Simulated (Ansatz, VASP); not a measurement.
# Ti in VASP and in Ansatz

```
Ti
1.0
     0.00000    2.03000    2.03000
     2.03000    0.00000    2.03000
     2.03000    2.03000    0.00000
Ti
1
Cartesian
  0.0000 0.0000 0.0000
```

Alike in both runs: task single point; functional PBE; k mesh 11 × 11 × 11; occupations fermi-dirac, width 0.05 eV; no spin polarisation.

|  | VASP | Ansatz |
| --- | --- | --- |
| version | VASP 6.6.1 | Ansatz 0.2.0 |
| potentials or method | VASP PAW PBE potentials, release 64 (Ti_sv), cutoff 520 eV | all-electron LAPW, scalar-relativistic |

Ansatz gave:

- gap on the k mesh at the Fermi level (eV): none
- pressure (GPa): 4.2

Problem. Which values does VASP return?

Solution. gap on the k mesh at the Fermi level (eV): none; pressure (GPa): 3.8.

A gap of «none» marks a metal or a gap that the smearing closes. Ansatz ran all-electron here, and VASP with PAW potentials.
